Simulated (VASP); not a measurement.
# Pd (Fm-3m) in VASP: further runs

Aim: see how the results for Pd move with the level of theory and the settings. Levels: PBE, r2SCAN. Tasks: single point.

Everything below comes from runs of VASP 6.6.1. Logs are shortened: lines on timing, memory, paths and dates and some standing lists are left out, and cuts for length are marked.

### Step 1. The cell of the first run

The structure is cubic, space group Fm-3m (No. 225). The conventional cell has a = 3.949 Å, b = 3.949 Å, c = 3.949 Å, α = 90.00°, β = 90.00°, γ = 90.00°. Within 3.7 Å of Pd (site symmetry m-3m) lie 12 Pd at 2.79 Å.

### Step 2. Single point, PBE (15.39 Å³/atom)

The input, INCAR:

```
PREC = Accurate
ENCUT = 520
EDIFF = 1E-7
ISMEAR = 0
SIGMA = 0.05
LREAL = F
LASPH = T
NELM = 80
ALGO = Fast
ISIF = 2
LWAVE = F
LCHARG = T
GGA = PE
LELF = T
LVHAR = T
NBANDS = 11
```

The input, KPOINTS:

```
regular mesh
0
Gamma
  8 8 8
```

The input, POSCAR:

```
Pd
1.0
    0.0000000000      1.9742705017      1.9742705017
    1.9742705017      0.0000000000      1.9742705017
    1.9742705017      1.9742705017      0.0000000000
Pd
1
Direct
    0.0000000000      0.0000000000      0.0000000000
```

Potentials or basis: VASP PAW PBE potentials, release 64 (Pd).

The run is started by

```bash
$ cat potpaw_PBE.64/Pd/POTCAR > POTCAR
$ mpirun -np 1 vasp_std > vasp.out
```

OUTCAR:

```text
PREC = Accurate
   ENCUT = 520
   EDIFF = 1E-7
   ISMEAR = 0
   LREAL = F
   LASPH = T
   NELM = 80
   ISIF = 2
   GGA = PE

 ion  position               nearest neighbor table
   1  0.000  0.000  0.000-

  LATTYP: Found a face centered cubic cell.
 ALAT       =     3.9485410034

  Lattice vectors:

 A1 = (   0.0000000000,   1.9742705017,   1.9742705017)
 A2 = (   1.9742705017,   0.0000000000,   1.9742705017)
 A3 = (   1.9742705017,   1.9742705017,   0.0000000000)

Analysis of symmetry for initial positions (statically):
=====================================================================
 Subroutine PRICEL returns:
 Original cell was already a primitive cell.

 Routine SETGRP: Setting up the symmetry group for a
 face centered cubic supercell.

 Subroutine GETGRP returns: Found 48 space group operations
 (whereof 48 operations were pure point group operations)
 out of a pool of 48 trial point group operations.

The static configuration has the point symmetry O_h .

Analysis of symmetry for dynamics (positions and initial velocities):
=====================================================================
 Subroutine PRICEL returns:
 Original cell was already a primitive cell.

 Routine SETGRP: Setting up the symmetry group for a
 face centered cubic supercell.

 Subroutine GETGRP returns: Found 48 space group operations
 (whereof 48 operations were pure point group operations)
 out of a pool of 48 trial point group operations.

The dynamic configuration has the point symmetry O_h .

 Subroutine INISYM returns: Found 48 space group operations
 (whereof 48 operations are pure point group operations),
 and found     1 'primitive' translations

----------------------------------------------------------------------------------------

                                     Primitive cell

  volume of cell :      15.3904

  direct lattice vectors                    reciprocal lattice vectors
     0.000000000  1.974270502  1.974270502    -0.253258102  0.253258102  0.253258102
     1.974270502  0.000000000  1.974270502     0.253258102 -0.253258102  0.253258102
     1.974270502  1.974270502  0.000000000     0.253258102  0.253258102 -0.253258102

  length of vectors
     2.792040119  2.792040119  2.792040119     0.438655900  0.438655900  0.438655900

  position of ions in fractional coordinates (direct lattice)
     0.000000000  0.000000000  0.000000000

  ion indices of the primitive-cell ions
   primitive index   ion index
                 1           1

----------------------------------------------------------------------------------------

 KPOINTS: regular mesh

Automatic generation of k-mesh.
 Grid dimensions read from file:
 generate k-points for:    8    8    8

 Generating k-lattice:

  Cartesian coordinates                     Fractional coordinates (reciprocal lattice)
    -0.031657263  0.031657263  0.031657263     0.125000000  0.000000000  0.000000000
     0.031657263 -0.031657263  0.031657263     0.000000000  0.125000000  0.000000000
     0.031657263  0.031657263 -0.031657263     0.000000000  0.000000000  0.125000000

  Length of vectors
     0.054831988  0.054831988  0.054831988

  Shift w.r.t. Gamma in fractional coordinates (k-lattice)
     0.000000000  0.000000000  0.000000000

 Subroutine IBZKPT returns following result:
 ===========================================

 Found     29 irreducible k-points:

 Following reciprocal coordinates:
            Coordinates               Weight
  0.000000  0.000000  0.000000      1.000000
  0.125000  0.000000  0.000000      8.000000
  0.250000  0.000000  0.000000      8.000000
  0.375000  0.000000  0.000000      8.000000
  0.500000  0.000000  0.000000      4.000000
  0.125000  0.125000  0.000000      6.000000
[... 16 lines left out ...]
  0.500000  0.250000  0.125000     48.000000
 -0.375000  0.250000  0.125000     24.000000
 [... further k-points ...]
   k-points           NKPTS =     29   k-points in BZ     NKDIM =     29   number of bands    NBANDS=     11
   number of dos      NEDOS =    301   number of ions     NIONS =      1
   total plane-waves  NPLWV =  13824
   dimension x,y,z NGX =    24 NGY =   24 NGZ =   24
   dimension x,y,z NGXF=    48 NGYF=   48 NGZF=   48
   ions per type =               1
   NGX,Y,Z   is equivalent  to a cutoff of  14.29, 14.29, 14.29 a.u.
   NGXF,Y,Z  is equivalent  to a cutoff of  28.58, 28.58, 28.58 a.u.
 SYSTEM =  unknown system
   PREC   = accura    normal or accurate (medium, high low for compatibility)
   ISTART =      0    job   : 0-new  1-cont  2-samecut
   ICHARG =      2    charge: 1-file 2-atom 10-const
   ISPIN  =      1    spin polarized calculation?
   LNONCOLLINEAR =      F non collinear calculations
   LSORBIT =      F    spin-orbit coupling
   LASPH  =      T    aspherical Exc in radial PAW
   ENCUT  =  520.0 eV  38.22 Ry    6.18 a.u.   5.19  5.19  5.19*2*pi/ulx,y,z
   NELM   =     80;   NELMIN=  2; NELMDL= -5     # of ELM steps
   EDIFF  = 0.1E-06   stopping-criterion for ELM
   LREAL  =      F    real-space projection
   EDIFFG = 0.1E-05   stopping-criterion for IOM
   NSW    =      0    number of steps for IOM
   IBRION =     -1    ionic relax: 0-MD 1-quasi-New 2-CG
   NFREE  =      0    steps in history (QN), initial steepest desc. (CG)
   ISIF   =      2    stress and relaxation
   ISYM   =      2    0-nonsym 1-usesym 2-fastsym
   POTIM  = 0.5000    time-step for ionic-motion
   TEBEG  =    0.0;   TEEND  =   0.0 temperature during run
   PSTRESS=    0.0 pullay stress
   NELECT =      10.0000    total number of electrons
   NUPDOWN=      -1.0000    fix difference up-down
   EMIN   =  10.00;   EMAX   =-10.00  energy-range for DOS
   EFERMI =   0.00;   METHOD = LEGACY
   ISMEAR =     0;   SIGMA  =   0.05  broadening in eV -4-tet -1-fermi 0-gaus
   EFERMI_NEDOS =   21; number of points for ismear=-14 and -15
   IALGO  =     68    algorithm
   IMIX   =      4    mixing-type and parameters
     AMIX     =   0.40;   BMIX     =  1.00
     AMIX_MAG =   1.60;   BMIX_MAG =  1.00
  volume/ion in A,a.u.               =      15.39       103.86
  Fermi-wavevector in a.u.,A,eV,Ry     =   1.417941  2.679520 27.355286  2.010557
  Thomas-Fermi vector in A             =   2.539119
   LORBIT       =      0    0 simple, 1 ext, 2 COOP (PROOUT), +10 PAW based schemes
   GGA     = PE    functional components
   LHFCALC =     F    Hartree Fock is set to
   AEXX    =    0.0000 exact exchange contribution
   IVDW    =     0    specifies the selected vdW correction
   LEPSILON=     F    determine dielectric tensor
   LRPA    =     F    only Hartree local field effects (RPA)
 non-spin polarized calculation
 RMM-DIIS sequential band-by-band and
 Gauss-broadening in eV      SIGMA  =   0.05
  energy-cutoff  :      520.00
  volume of cell :       15.39
 maximum number of plane-waves:       428
 NGX is ok and might be reduce to    24
   NGX = 11   NGY = 11   NGZ = 11

 number of electron      10.0000000 magnetization

 Free energy of the ion-electron system (eV)
  ---------------------------------------------------
  ext. energy  EPLUGINS =         0.00000000
  ---------------------------------------------------
  free energy    TOTEN  =        -5.19950043 eV

  energy without entropy =       -5.19590678  energy(sigma->0) =       -5.19770360

 E-fermi :   9.1686     XC(G=0): -12.9141

 val. band max:        9.1369432129   @ k =  -0.3750   0.3750   0.1250
 cond. band min:       9.1773430215   @ k =   0.5000   0.2500   0.0000
 fundamental gap:      0.0403998086
 Fermi energy:         9.1686324177

 k-point     1 :       0.0000    0.0000    0.0000
  band No.  band energies     occupation
      1       2.2680      2.00000
      2       6.4673      2.00000
      3       6.4673      2.00000
      4       6.4673      2.00000
      5       7.9668      2.00000
      6       7.9668      2.00000
      7      26.2483      0.00000
      8      30.7772      0.00000
      9      30.7772      0.00000
     10      30.7772      0.00000
     11      35.6954      0.00000

 k-point     2 :       0.1250    0.0000    0.0000
  band No.  band energies     occupation
      1       2.7966      2.00000
      2       6.3104      2.00000
      3       6.6290      2.00000
      4       6.6290      2.00000
      5       7.9061      2.00000
      6       7.9061      2.00000
      7      26.5793      0.00000
      8      28.1207      0.00000
      9      31.3278      0.00000
     10      31.3278      0.00000
     11      35.6743      0.00000

 k-point     3 :       0.2500    0.0000    0.0000
  band No.  band energies     occupation
      1       3.9198      2.00000
      2       6.4331      2.00000
      3       6.7407      2.00000
      4       6.7407      2.00000
      5       8.1124      2.00000
      6       8.1124      2.00000
      7      23.2640      0.00000
      8      27.2009      0.00000
      9      32.1656      0.00000
     10      32.1656      0.00000
     11      34.5080      0.00000

 k-point     4 :       0.3750    0.0000    0.0000
  band No.  band energies     occupation
      1       4.2064      2.00000
      2       6.5370      2.00000
      3       6.5370      2.00000
      4       8.3313      2.00000
      5       8.7542      2.00000
      6       8.7542      2.00000
      7      18.7506      0.00000
      8      26.1138      0.00000
      9      30.7296      0.00000
     10      30.7296      0.00000
     11      35.2519      0.00000

 k-point     5 :       0.5000    0.0000    0.0000
  band No.  band energies     occupation
      1       4.1338      2.00000
      2       6.4213      2.00000
      3       6.4213      2.00000
      4       9.0938      1.96568
      5       9.0938      1.96568
      6      10.1902      0.00000
      7      16.0960      0.00000
      8      25.5872      0.00000
      9      29.7758      0.00000
     10      29.7758      0.00000
     11      35.7489      0.00000
[... 211 lines left out ...]
 k-point    21 :       0.5000    0.5000    0.0000
  band No.  band energies     occupation
      1       4.0594      2.00000
      2       4.3402      2.00000
      3       9.0623      1.99738
      4       9.3903      0.00000
      5       9.3903      0.00000
      6      12.4412      0.00000
      7      19.4369      0.00000
      8      22.0629      0.00000
      9      22.0629      0.00000
     10      30.0387      0.00000
     11      30.1540      0.00000

 k-point    22 :       0.3750    0.2500    0.1250
  band No.  band energies     occupation
      1       4.8872      2.00000
      2       5.5170      2.00000
      3       6.5095      2.00000
      4       7.6698      2.00000
      5       7.8430      2.00000
      6       9.3863      0.00000
      7      23.8230      0.00000
      8      24.5457      0.00000
      9      28.0678      0.00000
     10      30.7701      0.00000
     11      34.1478      0.00000

 k-point    23 :       0.5000    0.2500    0.1250
  band No.  band energies     occupation
      1       5.0781      2.00000
      2       5.9117      2.00000
      3       6.2891      2.00000
      4       7.4965      2.00000
      5       8.6311      2.00000
      6      11.4937      0.00000
      7      19.4781      0.00000
      8      23.8645      0.00000
      9      26.0615      0.00000
     10      30.7973      0.00000
     11      34.4415      0.00000

 k-point    24 :      -0.3750    0.2500    0.1250
  band No.  band energies     occupation
      1       5.0233      2.00000
      2       5.7296      2.00000
      3       6.8422      2.00000
      4       7.2787      2.00000
      5       8.9704      2.00000
      6      13.8346      0.00000
      7      16.1900      0.00000
      8      24.4425      0.00000
      9      24.6447      0.00000
     10      29.9347      0.00000
     11      35.4214      0.00000

 [... further k-points ...]
[... 5 lines left out ...]
  --------------------------------------------------------------------------------------
  -------------------------------------------------------------------------------------
  Total       -0.0308466     -0.0308466     -0.0308466      0.0000000      0.0000000      0.0000000
  in kB       -3.2111994     -3.2111994     -3.2111994      0.0000000      0.0000000      0.0000000
  external PRESSURE =      -3.2111994 kB  Pullay stress =       0.0000000 kB

 VOLUME and BASIS-vectors are now :
 -----------------------------------------------------------------------------
  energy-cutoff  :      520.00
  volume of cell :       15.39
      direct lattice vectors                 reciprocal lattice vectors
     0.000000000  1.974270502  1.974270502    -0.253258102  0.253258102  0.253258102
     1.974270502  0.000000000  1.974270502     0.253258102 -0.253258102  0.253258102
     1.974270502  1.974270502  0.000000000     0.253258102  0.253258102 -0.253258102

 POSITION                                       TOTAL-FORCE (eV/Angst)
 -----------------------------------------------------------------------------------
      0.00000      0.00000      0.00000        -0.000000      0.000000      0.000000
 -----------------------------------------------------------------------------------
    total drift:                               -0.000000     -0.000000     -0.000000

  FREE ENERGIE OF THE ION-ELECTRON SYSTEM (eV)
  ---------------------------------------------------
  free  energy   TOTEN  =        -5.1995004271 eV

  energy  without entropy=       -5.1959067816  energy(sigma->0) =       -5.19770360
```

Run time: 5.4 s. Hardware: 1 thread of Intel Xeon 8259CL, shared host; peak memory 0.14 GiB.

Results:

- Free energy: -5.1995 eV
- Pressure: -0.3 GPa
- Band gap on the k mesh: zero (bands 5 and 6 overlap by 1.49 eV)

Levels at points of the mesh, in eV from the Fermi level:
| k point | band 3 | band 4 | band 5 | band 6 | band 7 | band 8 |
| --- | --- | --- | --- | --- | --- | --- |
| (0.00, 0.00, 0.00) | -2.70 | -2.70 | -1.20 | -1.20 | 17.08 | 21.61 |
| (0.50, 0.00, 0.00) | -2.75 | -0.07 | -0.07 | 1.02 | 6.93 | 16.42 |
| (0.50, 0.50, 0.00) | -0.11 | 0.22 | 0.22 | 3.27 | 10.27 | 12.89 |

### Step 3. Single point, r2SCAN (14.32 Å³/atom)

This run uses another cell than the first one, of 14.32 Å³/atom.

The input, POSCAR:

```
Pd
1.0
    0.0000000000      1.9273304048      1.9273304048
    1.9273304048      0.0000000000      1.9273304048
    1.9273304048      1.9273304048      0.0000000000
Pd
1
Direct
    0.0000000000      0.0000000000      0.0000000000
```

The input, INCAR.step1:

```
PREC     = Accurate       # precision mode
ENCUT    = 520            # plane-wave cutoff, eV
ISMEAR   = 0              # smearing method
SIGMA    = 0.05           # smearing width, eV
LREAL    = F              # projectors in reciprocal space
LASPH    = T              # aspherical terms in the spheres
NELM     = 60             # most SCF steps
NBANDS   = 11             # bands
GGA      = PE             # functional
ALGO     = Normal         # electronic algorithm
EDIFF    = 1E-4           # SCF threshold, eV
LWAVE    = T              # write WAVECAR
LCHARG   = F              # write CHGCAR
```

The input, INCAR.step2:

```
PREC     = Accurate       # precision mode
ENCUT    = 520            # plane-wave cutoff, eV
EDIFF    = 1E-6           # SCF threshold, eV
ISMEAR   = 0              # smearing method
SIGMA    = 0.05           # smearing width, eV
LREAL    = F              # projectors in reciprocal space
LASPH    = T              # aspherical terms in the spheres
NELM     = 60             # most SCF steps
ALGO     = Normal         # electronic algorithm
ISIF     = 2              # what is computed and relaxed
LWAVE    = F              # write WAVECAR
LCHARG   = T              # write CHGCAR
METAGGA  = R2SCAN         # meta-GGA
LMIXTAU  = T            
LELF     = T              # ELF
LVHAR    = T            
NBANDS   = 11             # bands
ISTART   = 1
```

The input, KPOINTS:

```
regular mesh
0
Gamma
  20 20 20
```

Potentials or basis: VASP PAW PBE potentials, release 64 (Pd).

The run is started by

```bash
$ cat potpaw_PBE.64/Pd/POTCAR > POTCAR
$ cp INCAR.step1 INCAR
$ mpirun -np 1 vasp_std > vasp.out
$ cp INCAR.step2 INCAR
$ mpirun -np 1 vasp_std > vasp.out
```

Wall time 2.1 min (1 thread of Intel Xeon 8259CL, shared host); peak memory 0.16 GiB.

It converged, with:

- Free energy: -22.9266 eV
- Pressure: 9.3 GPa
- Band gap on the k mesh: zero (bands 5 and 6 overlap by 1.77 eV)

Levels at points of the mesh, in eV from the Fermi level:
```
           k point  band 1  band 2  band 3  band 4  band 5  band 6  band 7  band 8  band 9  band 10
(0.00, 0.00, 0.00)   -7.42   -3.05   -3.05   -3.05   -1.35   -1.35   18.06   22.35   23.23    23.23
(0.50, 0.00, 0.00)   -5.66   -3.13   -3.13   -0.02   -0.02    1.24    7.98   17.47   22.36    22.47
(0.50, 0.50, 0.00)   -5.80   -5.51   -0.08    0.34    0.34    3.68   11.65   14.13   14.13    22.03
```

Caveat: the cell stands under pressure; the PAW data sets were made with another functional, which shifts forces and pressure a little.

[end of part 1 of 2]

The gap in the log of VASP goes by the Fermi energy; the results here count the filled bands.